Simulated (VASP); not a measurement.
A run of VASP 6.6.1:

POSCAR

```
Te2Mo
1.0
    3.5602330000      0.0000000000      0.0000000000
   -1.7801165000      3.0832522214      0.0000000000
    0.0000000000      0.0000000000     17.5240580000
Te Mo
2 1
Direct
    0.3333333333      0.6666666667      0.8978550000
    0.3333333333      0.6666666667      0.1021450000
    0.0000000000      0.0000000000      0.0000000000
```

INCAR.step1

```
SYSTEM = Te2Mo
PREC = Accurate
ENCUT = 520
ISMEAR = -1
SIGMA = 0.1
LREAL = .FALSE.
LASPH = .TRUE.
NELM = 100
NBANDS = 20
GGA = PE
ALGO = Normal
EDIFF = 1E-4
LWAVE = .TRUE.
LCHARG = .FALSE.
```

Contents of INCAR.step2:

```
SYSTEM = Te2Mo
PREC = Accurate
ENCUT = 520
EDIFF = 1E-7
ISMEAR = -1
SIGMA = 0.1
LREAL = .FALSE.
LASPH = .TRUE.
NELM = 100
ALGO = Normal
ISIF = 2
LWAVE = .FALSE.
LCHARG = .FALSE.
METAGGA = R2SCAN
LMIXTAU = .TRUE.
NBANDS = 20
ISTART = 1
```

The input KPOINTS:

```
Automatic mesh
0
G
  3 3 1
  0 0 0
```

Potentials or basis: VASP PAW PBE potentials, release 64 (Te, Mo_sv).

The run is started by

```bash
$ cat potpaw_PBE.64/Te/POTCAR potpaw_PBE.64/Mo_sv/POTCAR > POTCAR
$ cp INCAR.step1 INCAR
$ mpirun -np 1 vasp_std > vasp.out
$ cp INCAR.step2 INCAR
$ mpirun -np 1 vasp_std > vasp.out
```

Hardware: 1 thread of Intel(R) Xeon(R) Platinum 8259CL CPU @ 2.50GHz (Skylake/Cascade Lake) (shared host).

Q: How long does it take, and how much memory?

A: It took 2.1 min on 1 thread of Intel(R) Xeon(R) Platinum 8259CL CPU @ 2.50GHz (Skylake/Cascade Lake), with other jobs on the host, peak memory 0.35 GiB. Counts: k points 3.
